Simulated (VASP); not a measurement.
# Na (Im-3m) in VASP: relaxation of cell and atoms with PBEsol

Aim: the relaxation of cell and atoms of Na with PBEsol.

Everything below comes from runs of VASP 6.6.1. Logs are shortened: lines on timing, memory, paths and dates and some standing lists are left out, and cuts for length are marked.

## 1. The cell of the first run

Symmetry: Im-3m, No. 229, cubic system. The conventional cell has a = 4.282 Å, b = 4.282 Å, c = 4.282 Å, α = 90.00°, β = 90.00°, γ = 90.00°. Na (site symmetry m-3m) has 14 Na at 3.71 to 4.28 Å within 4.9 Å.

## 2. Relaxation of cell and atoms, PBEsol

INCAR

```
SYSTEM = Na
PREC = Accurate
ENCUT = 600
EDIFF = 1E-6
ISMEAR = 0
SIGMA = 0.1
LREAL = .False.
LASPH = .True.
NELM = 60
ALGO = Normal
ISIF = 3
LWAVE = .False.
LCHARG = .False.
GGA = PS
IBRION = 2
NSW = 100
EDIFFG = -0.005
```

KPOINTS

```
Automatic mesh
0
Gamma
  14 14 14
  0 0 0
```

POSCAR

```
Na
1.0
   -2.1410000000      2.1410000000      2.1410000000
    2.1410000000     -2.1410000000      2.1410000000
    2.1410000000      2.1410000000     -2.1410000000
Na
1
Direct
    0.0000000000      0.0000000000      0.0000000000
```

Potentials or basis: VASP PAW PBE potentials, release 64 (Na_pv).

Launch:

```
$ cat potpaw_PBE.64/Na_pv/POTCAR > POTCAR
$ mpirun -np 1 vasp_std > vasp.out
```

OUTCAR:

```text
SYSTEM = Na
   PREC = Accurate
   ENCUT = 600
   EDIFF = 1E-6
   ISMEAR = 0
   LREAL = .False.
   LASPH = .True.
   NELM = 60
   ISIF = 3
   GGA = PS
   IBRION = 2
   NSW = 100
   EDIFFG = -0.005

 ion  position               nearest neighbor table
   1  0.000  0.000  0.000-

  LATTYP: Found a body centered cubic cell.
 ALAT       =     4.2820000000

  Lattice vectors:

 A1 = (  -2.1410000000,   2.1410000000,   2.1410000000)
 A2 = (   2.1410000000,  -2.1410000000,   2.1410000000)
 A3 = (   2.1410000000,   2.1410000000,  -2.1410000000)

Analysis of symmetry for initial positions (statically):
=====================================================================
 Subroutine PRICEL returns:
 Original cell was already a primitive cell.

 Routine SETGRP: Setting up the symmetry group for a
 body centered cubic supercell.

 Subroutine GETGRP returns: Found 48 space group operations
 (whereof 48 operations were pure point group operations)
 out of a pool of 48 trial point group operations.

The static configuration has the point symmetry O_h .

Analysis of symmetry for dynamics (positions and initial velocities):
=====================================================================
 Subroutine PRICEL returns:
 Original cell was already a primitive cell.

 Routine SETGRP: Setting up the symmetry group for a
 body centered cubic supercell.

 Subroutine GETGRP returns: Found 48 space group operations
 (whereof 48 operations were pure point group operations)
 out of a pool of 48 trial point group operations.

The dynamic configuration has the point symmetry O_h .

 Subroutine INISYM returns: Found 48 space group operations
 (whereof 48 operations are pure point group operations),
 and found     1 'primitive' translations

----------------------------------------------------------------------------------------

                                     Primitive cell

  volume of cell :      39.2564

  direct lattice vectors                    reciprocal lattice vectors
    -2.141000000  2.141000000  2.141000000     0.000000000  0.233535731  0.233535731
     2.141000000 -2.141000000  2.141000000     0.233535731  0.000000000  0.233535731
     2.141000000  2.141000000 -2.141000000     0.233535731  0.233535731  0.000000000

  length of vectors
     3.708320779  3.708320779  3.708320779     0.330269398  0.330269398  0.330269398

  position of ions in fractional coordinates (direct lattice)
     0.000000000  0.000000000  0.000000000

  ion indices of the primitive-cell ions
   primitive index   ion index
                 1           1

----------------------------------------------------------------------------------------

 KPOINTS: Automatic mesh

Automatic generation of k-mesh.
 Grid dimensions read from file:
 generate k-points for:   14   14   14

 Generating k-lattice:

  Cartesian coordinates                     Fractional coordinates (reciprocal lattice)
     0.000000000  0.016681124  0.016681124     0.071428571  0.000000000  0.000000000
     0.016681124  0.000000000  0.016681124     0.000000000  0.071428571  0.000000000
     0.016681124  0.016681124  0.000000000     0.000000000  0.000000000  0.071428571

  Length of vectors
     0.023590671  0.023590671  0.023590671

  Shift w.r.t. Gamma in fractional coordinates (k-lattice)
     0.000000000  0.000000000  0.000000000

 Subroutine IBZKPT returns following result:
 ===========================================

 Found    104 irreducible k-points:

 Following reciprocal coordinates:
            Coordinates               Weight
  0.000000  0.000000  0.000000      1.000000
  0.071429  0.000000  0.000000     12.000000
  0.142857  0.000000  0.000000     12.000000
  0.214286  0.000000  0.000000     12.000000
  0.285714  0.000000  0.000000     12.000000
  0.357143  0.000000  0.000000     12.000000
[... 16 lines left out ...]
  0.285714  0.285714  0.000000     24.000000
  0.357143  0.285714  0.000000     24.000000
 [... further k-points ...]
   k-points           NKPTS =    104   k-points in BZ     NKDIM =    104   number of bands    NBANDS=      7
   number of dos      NEDOS =    301   number of ions     NIONS =      1
   total plane-waves  NPLWV =  27000
   dimension x,y,z NGX =    30 NGY =   30 NGZ =   30
   dimension x,y,z NGXF=    60 NGYF=   60 NGZF=   60
   ions per type =               1
   NGX,Y,Z   is equivalent  to a cutoff of  13.45, 13.45, 13.45 a.u.
   NGXF,Y,Z  is equivalent  to a cutoff of  26.90, 26.90, 26.90 a.u.
 SYSTEM =  Na
   PREC   = accura    normal or accurate (medium, high low for compatibility)
   ISTART =      0    job   : 0-new  1-cont  2-samecut
   ICHARG =      2    charge: 1-file 2-atom 10-const
   ISPIN  =      1    spin polarized calculation?
   LNONCOLLINEAR =      F non collinear calculations
   LSORBIT =      F    spin-orbit coupling
   LASPH  =      T    aspherical Exc in radial PAW
   ENCUT  =  600.0 eV  44.10 Ry    6.64 a.u.   7.41  7.41  7.41*2*pi/ulx,y,z
   NELM   =     60;   NELMIN=  2; NELMDL= -5     # of ELM steps
   EDIFF  = 0.1E-05   stopping-criterion for ELM
   LREAL  =      F    real-space projection
   EDIFFG = -.5E-02   stopping-criterion for IOM
   NSW    =    100    number of steps for IOM
   IBRION =      2    ionic relax: 0-MD 1-quasi-New 2-CG
   NFREE  =      1    steps in history (QN), initial steepest desc. (CG)
   ISIF   =      3    stress and relaxation
   ISYM   =      2    0-nonsym 1-usesym 2-fastsym
   POTIM  = 0.5000    time-step for ionic-motion
   TEBEG  =    0.0;   TEEND  =   0.0 temperature during run
   PSTRESS=    0.0 pullay stress
   NELECT =       7.0000    total number of electrons
   NUPDOWN=      -1.0000    fix difference up-down
   EMIN   =  10.00;   EMAX   =-10.00  energy-range for DOS
   EFERMI =   0.00;   METHOD = LEGACY
   ISMEAR =     0;   SIGMA  =   0.10  broadening in eV -4-tet -1-fermi 0-gaus
   EFERMI_NEDOS =   21; number of points for ismear=-14 and -15
   IALGO  =     38    algorithm
   IMIX   =      4    mixing-type and parameters
     AMIX     =   0.40;   BMIX     =  1.00
     AMIX_MAG =   1.60;   BMIX_MAG =  1.00
  volume/ion in A,a.u.               =      39.26       264.91
  Fermi-wavevector in a.u.,A,eV,Ry     =   0.921448  1.741284 11.552251  0.849066
  Thomas-Fermi vector in A             =   2.046866
   LORBIT       =      0    0 simple, 1 ext, 2 COOP (PROOUT), +10 PAW based schemes
   GGA     = PS    functional components
   LHFCALC =     F    Hartree Fock is set to
   AEXX    =    0.0000 exact exchange contribution
   IVDW    =     0    specifies the selected vdW correction
   LEPSILON=     F    determine dielectric tensor
   LRPA    =     F    only Hartree local field effects (RPA)
 conjugate gradient relaxation of ions
 non-spin polarized calculation
 Gauss-broadening in eV      SIGMA  =   0.10
  energy-cutoff  :      600.00
  volume of cell :       39.26
 maximum number of plane-waves:      1326
 NGX is ok and might be reduce to    30
   NGX = 15   NGY = 15   NGZ = 15

--------------------------------------- Ionic step        1  -------------------------------------------

 number of electron       7.0000007 magnetization

 Free energy of the ion-electron system (eV)
  ---------------------------------------------------
  ext. energy  EPLUGINS =         0.00000000
  ---------------------------------------------------
  free energy    TOTEN  =        -1.39528102 eV

  energy without entropy =       -1.39218978  energy(sigma->0) =       -1.39373540

------------------------ aborting loop because EDIFF is reached ----------------------------------------

  FORCE on cell =-STRESS in cart. coord.  units (eV):
  Direction    XX          YY          ZZ          XY          YZ          ZX
  --------------------------------------------------------------------------------------
  -------------------------------------------------------------------------------------
  Total       -0.1357954     -0.1357954     -0.1357954      0.0000000      0.0000000     -0.0000000
  in kB       -5.5422432     -5.5422432     -5.5422432      0.0000000      0.0000000     -0.0000000
  external PRESSURE =      -5.5422432 kB  Pullay stress =       0.0000000 kB

 VOLUME and BASIS-vectors are now :
 -----------------------------------------------------------------------------
  energy-cutoff  :      600.00
  volume of cell :       39.26
      direct lattice vectors                 reciprocal lattice vectors
    -2.141000000  2.141000000  2.141000000     0.000000000  0.233535731  0.233535731
     2.141000000 -2.141000000  2.141000000     0.233535731  0.000000000  0.233535731
     2.141000000  2.141000000 -2.141000000     0.233535731  0.233535731  0.000000000
[... 106 lines left out ...]
 POSITION                                       TOTAL-FORCE (eV/Angst)
 -----------------------------------------------------------------------------------
      4.16526      0.00000      0.00000        -0.000000      0.000000     -0.000000
 -----------------------------------------------------------------------------------
    total drift:                                0.000000     -0.000000      0.000000

  FREE ENERGIE OF THE ION-ELECTRON SYSTEM (eV)
  ---------------------------------------------------
  free  energy   TOTEN  =        -1.4008114224 eV

  energy  without entropy=       -1.3977998580  energy(sigma->0) =       -1.39930564

--------------------------------------- Ionic step        5  -------------------------------------------

 number of electron       6.9999991 magnetization

 Free energy of the ion-electron system (eV)
  ---------------------------------------------------
  ext. energy  EPLUGINS =         0.00000000
  ---------------------------------------------------
  free energy    TOTEN  =        -1.40081396 eV

  energy without entropy =       -1.39780086  energy(sigma->0) =       -1.39930741

 E-fermi :   0.3479     XC(G=0):  -6.5648

 val. band max:        0.3208784111   @ k =  -0.3571   0.4286   0.1429
 cond. band min:       0.4022612760   @ k =   0.3571   0.0714   0.0714
 fundamental gap:      0.0813828649
 Fermi energy:         0.3478857677

 k-point     1 :       0.0000    0.0000    0.0000
  band No.  band energies     occupation
      1     -24.3925      2.00000
      2     -24.3925      2.00000
      3     -24.3925      2.00000
      4      -2.9545      2.00000
      5      12.2630      0.00000
      6      12.2630      0.00000
      7      12.2630      0.00000

 k-point     2 :       0.0714    0.0000    0.0000
  band No.  band energies     occupation
      1     -24.3945      2.00000
      2     -24.3931      2.00000
      3     -24.3925      2.00000
      4      -2.8631      2.00000
      5      11.0591      0.00000
      6      11.6726      0.00000
      7      11.9211      0.00000
[... 201 lines left out ...]
 k-point    23 :       0.2857    0.2857    0.0000
  band No.  band energies     occupation
      1     -24.4239      2.00000
      2     -24.4134      2.00000
      3     -24.3971      2.00000
      4       1.2402      0.00000
      5       3.3178      0.00000
      6       4.1452      0.00000
      7       8.6025      0.00000

 k-point    24 :       0.3571    0.2857    0.0000
  band No.  band energies     occupation
      1     -24.4224      2.00000
      2     -24.4163      2.00000
      3     -24.3973      2.00000
      4       2.0976      0.00000
      5       2.5283      0.00000
      6       3.8427      0.00000
      7       8.5198      0.00000

 [... further k-points ...]

------------------------ aborting loop because EDIFF is reached ----------------------------------------

  FORCE on cell =-STRESS in cart. coord.  units (eV):
  Direction    XX          YY          ZZ          XY          YZ          ZX
  --------------------------------------------------------------------------------------
  -------------------------------------------------------------------------------------
  Total       -0.0025604     -0.0025604     -0.0025604      0.0000000     -0.0000000      0.0000000
  in kB       -0.1133448     -0.1133448     -0.1133448      0.0000000     -0.0000000      0.0000000
  external PRESSURE =      -0.1133448 kB  Pullay stress =       0.0000000 kB

 VOLUME and BASIS-vectors are now :
 -----------------------------------------------------------------------------
  energy-cutoff  :      600.00
  volume of cell :       36.19
      direct lattice vectors                 reciprocal lattice vectors
    -2.083774049  2.083774049  2.083774049     0.000000000  0.239949240  0.239949240
     2.083774049 -2.083774049  2.083774049     0.239949240  0.000000000  0.239949240
     2.083774049  2.083774049 -2.083774049     0.239949240  0.239949240  0.000000000

 POSITION                                       TOTAL-FORCE (eV/Angst)
 -----------------------------------------------------------------------------------
     -0.00000      0.00000      0.00000        -0.000000      0.000000      0.000000
 -----------------------------------------------------------------------------------
    total drift:                               -0.000000     -0.000000      0.000000

  FREE ENERGIE OF THE ION-ELECTRON SYSTEM (eV)
  ---------------------------------------------------
  free  energy   TOTEN  =        -1.4008139607 eV

  energy  without entropy=       -1.3978008599  energy(sigma->0) =       -1.39930741

 reached required accuracy - stopping structural energy minimisation
```

Run time: 84 s. Hardware: 1 thread of Intel Xeon Platinum 8259CL at 2.50GHz (Skylake/Cascade Lake), shared host; peak memory 0.17 GiB.

Results:

* Free energy: -1.4008 eV
* Relaxed volume: 36.19 Å³/atom
* Relaxed cell: a = 3.609 Å, b = 3.609 Å, c = 3.609 Å, α = 109.47°, β = 109.47°, γ = 109.47°
* Space group after relaxing (to 0.05 Å): Im-3m (No. 229)
* Energy gained by relaxing: 5.5 meV/atom
* Ionic steps: 5
* Pressure after relaxing: 0.0 GPa

The path:
| step | energy change (eV) | largest force (eV/Å) | pressure (GPa) | volume (Å³) |
| --- | --- | --- | --- | --- |
| 1 | 0.0000 | 0.0000 | -0.55 | 39.26 |
| 2 | -0.0023 | 0.0000 | -0.44 | 38.49 |
| 3 | -0.0055 | 0.0000 | -0.02 | 36.25 |
| 4 | -0.0055 | 0.0000 | 0.03 | 36.13 |
| 5 | -0.0055 | 0.0000 | -0.01 | 36.19 |

Final structure:
```
Na
1.0
    -2.08377    2.08377    2.08377
     2.08377   -2.08377    2.08377
     2.08377    2.08377   -2.08377
Na
1
Direct
  0.00000 0.00000 0.00000
```

Caveat: the PAW data sets were made with another functional, which shifts forces and pressure a little.
